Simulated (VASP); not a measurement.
Write the native input for VASP 6.6.1 that does the following.

```yaml
Task: single point
Functional: r2SCAN
Potentials_or_basis: VASP PAW PBE potentials, release 64 (Sc_sv)
Cutoff: 520 eV
k_mesh: 10 × 10 × 6
Occupations: fermi-dirac, width 0.1 eV
Spin: no spin polarisation
Dipole_correction: no
Further_INCAR_settings: ALGO = Normal; EDIFF = 1e-06; NBANDS = 18
```

Crystal: Sc.

```
Sc
1.0
     3.30900    0.00000    0.00000
    -1.65450    2.86568    0.00000
     0.00000    0.00000    5.27330
Sc
2
Direct
  0.33333 0.66667 0.25000
  0.66667 0.33333 0.75000
```

One way to write it, as run:

POSCAR

```
Sc
1.0
    3.3090000000      0.0000000000      0.0000000000
   -1.6545000000      2.8656780000      0.0000000000
    0.0000000000      0.0000000000      5.2733000000
Sc
2
Direct
    0.3333333333      0.6666666667      0.2500000000
    0.6666666667      0.3333333333      0.7500000000
```

INCAR.step1

```
SYSTEM = Sc
PREC     = Accurate       ! precision mode
ENCUT    = 520            ! plane-wave cutoff, eV
ISMEAR   = -1             ! smearing method
SIGMA    = 0.1            ! smearing width, eV
LREAL    = .False.        ! projectors in reciprocal space
LASPH    = .True.         ! aspherical terms in the spheres
NELM     = 80             ! most SCF steps
NBANDS   = 18             ! bands
GGA      = PE             ! functional
ALGO     = Normal         ! electronic algorithm
EDIFF    = 1E-4           ! SCF threshold, eV
LWAVE    = .True.         ! write WAVECAR
LCHARG   = .False.        ! write CHGCAR
```

INCAR.step2

```
SYSTEM = Sc
PREC     = Accurate       ! precision mode
ENCUT    = 520            ! plane-wave cutoff, eV
EDIFF    = 1E-6           ! SCF threshold, eV
ISMEAR   = -1             ! smearing method
SIGMA    = 0.1            ! smearing width, eV
LREAL    = .False.        ! projectors in reciprocal space
LASPH    = .True.         ! aspherical terms in the spheres
NELM     = 80             ! most SCF steps
ALGO     = Normal         ! electronic algorithm
ISIF     = 2              ! what is computed and relaxed
LWAVE    = .False.        ! write WAVECAR
LCHARG   = .True.         ! write CHGCAR
METAGGA  = R2SCAN         ! meta-GGA
LMIXTAU  = .True.       
LELF     = .True.         ! ELF
LVHAR    = .True.       
NBANDS   = 18             ! bands
ISTART   = 1
```

KPOINTS

```
regular mesh
0
Gamma
  10 10 6
  0 0 0
```

Potentials or basis: VASP PAW PBE potentials, release 64 (Sc_sv).

Launch:

```bash
$ cat potpaw_PBE.64/Sc_sv/POTCAR > POTCAR
$ cp INCAR.step1 INCAR
$ mpirun -np 1 vasp_std > vasp.out
$ cp INCAR.step2 INCAR
$ mpirun -np 1 vasp_std > vasp.out
```

It gave:

* Pressure: 0.3 GPa
* Band gap on the k mesh: zero (bands 11 and 12 overlap by 1.45 eV)

Caveat: the PAW data sets were made with another functional, which shifts forces and pressure a little.

Run time: 2 min on 1 thread of AMD EPYC 9R45 96-Core Processor (Zen 5) (shared host), peak memory 0.17 GiB.
